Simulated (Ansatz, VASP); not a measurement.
## CaO: VASP beside Ansatz

File INCAR:

```
PREC = Accurate
ENCUT = 520
EDIFF = 1E-6
ISMEAR = 0
SIGMA = 0.05
LREAL = F
LASPH = T
NELM = 80
ALGO = Normal
ISIF = 2
LWAVE = F
LCHARG = F
GGA = PE
NBANDS = 15
```

The input KPOINTS:

```
Automatic mesh
0
Gamma
  8 8 8
```

POSCAR

```
CaO
1.0
    0.0000000000      2.4857350000      2.3755300000
    2.4857350000      0.0000000000      2.3755300000
    2.4857350000      2.4857350000      0.0000000000
Ca O
1 1
Direct
    0.0000000000      0.0000000000      0.0000000000
    0.5000000000      0.5000000000      0.5000000000
```

Input for Ansatz:

```yaml
crystal:
  lattice:
    - [0.0, 2.485735, 2.37553]
    - [2.485735, 0.0, 2.37553]
    - [2.485735, 2.485735, 0.0]
  atoms:
    - { symbol: Ca, position: [0.0, 0.0, 0.0] }
    - { symbol: O, position: [0.5, 0.5, 0.5] }
basis:
  ecutwfc: 420
kpoints:
  mp_grid: { grid: [8, 8, 8] }
hamiltonian:
  xc: pbe
scf:
  occupations: { method: gaussian, width: 0.05 }
output:
  forces: true
  stress: true
  eigenvalues: true
  write_density: true
  write_potential: true
  elf: true
  volumetric_format: npy
```

Change from the starting cell: strain +0.015 along x and y, -0.030 along z, atoms carried along.

Alike in both runs: task single point; functional PBE; k mesh 8 × 8 × 8; occupations gaussian, width 0.05 eV; no spin polarisation.

```csv
,VASP,Ansatz
version,VASP 6.6.1,Ansatz 0.2.0
potentials or method,"VASP PAW PBE potentials, release 64 (Ca_sv, O), cutoff 520 eV","scalar-relativistic, plane waves, PAW"
valence electrons in the cell,16,16
```

Ansatz gave:

- gap on the k mesh at the Fermi level (eV): 3.51
- least direct gap on the mesh (eV): 4.03
- pressure (GPa): -3.5
- traceless stress, the component that is largest in VASP (GPa): 3.73

**Question.** Which values does VASP return?

**Answer.** gap on the k mesh at the Fermi level (eV): 3.49; least direct gap on the mesh (eV): 4.01; pressure (GPa): -3.0; traceless stress, the component that is largest in VASP (GPa): 3.92.
